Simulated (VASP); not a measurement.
## ScAl3: single point with PBEsol

Crystal: ScAl3.

```
Sc Al
1.0
     4.06999    0.00000    0.00000
     0.00000    4.06999    0.00000
     0.00000    0.00000    4.06999
Sc Al
1 3
Direct
  0.00000 0.00000 0.00000
  0.50000 0.00000 0.50000
  0.00000 0.50000 0.50000
  0.50000 0.50000 0.00000
```

| Quantity | Value |
| --- | --- |
| Program | VASP 6.6.1 |
| Task | single point |
| Functional | PBEsol |
| Potentials or basis | VASP PAW PBE potentials, release 64 (Sc_sv, Al) |
| Cutoff | 520 eV |
| k mesh | 6 × 6 × 6 |
| Occupations | methfessel-paxton, width 0.05 eV |
| Spin | no spin polarisation |

| Property | Result |
| --- | --- |
| Pressure | 0.1 GPa |
| Band gap on the k mesh | zero (bands 10 and 11 overlap by 3.92 eV) |

Levels at points of the mesh, in eV from the Fermi level:
```tsv
k point	band 7	band 8	band 9	band 10	band 11	band 12	band 13	band 14
(0.00, 0.00, 0.00)	-2.76	-1.92	-1.92	-1.92	1.12	1.19	1.19	1.19
(0.50, 0.00, 0.00)	-1.84	-1.84	-1.63	0.85	0.92	0.92	1.24	1.53
(0.50, 0.50, 0.00)	-5.75	-4.51	-0.66	-0.66	1.11	1.27	1.98	2.41
(0.50, 0.50, 0.50)	-4.92	-4.62	-3.07	-3.07	-3.07	0.83	2.52	2.52
```

Run time: 19 s on 1 thread of Intel(R) Xeon(R) Platinum 8559C (Emerald Rapids), with other jobs on the host, peak memory 0.17 GiB.

Caveat: the PAW data sets were made with another functional, which shifts forces and pressure a little.
